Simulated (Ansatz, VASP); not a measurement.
## One calculation of Mo, two programs

```
CELL_PARAMETERS angstrom
-1.57342 1.57342 1.57342
1.57342 -1.57342 1.57342
1.57342 1.57342 -1.57342
ATOMIC_POSITIONS crystal
Mo 0.00000 0.00000 0.00000
```

Alike in both runs: task relaxation of cell and atoms; functional PBEsol; k mesh 13 × 13 × 13; occupations fermi-dirac, width 0.15 eV; no spin polarisation.

```csv
,VASP,Ansatz
version,VASP 6.6.1,Ansatz 0.2.0
potentials or method,"VASP PAW PBE potentials, release 64 (Mo_sv)","plane waves, PAW"
plane-wave cutoff (eV),600,420
valence electrons in the cell,14,14
```

```csv
,VASP,Ansatz,Ansatz less VASP
relaxed volume (Å³/atom),15.35,15.32,-0.029
relaxed cell length with the largest relative difference (Å),2.712,2.710,-0.0017
```

VASP's potentials were made for PBE, not for PBEsol. Ansatz's warnings: stress scf threshold loose.
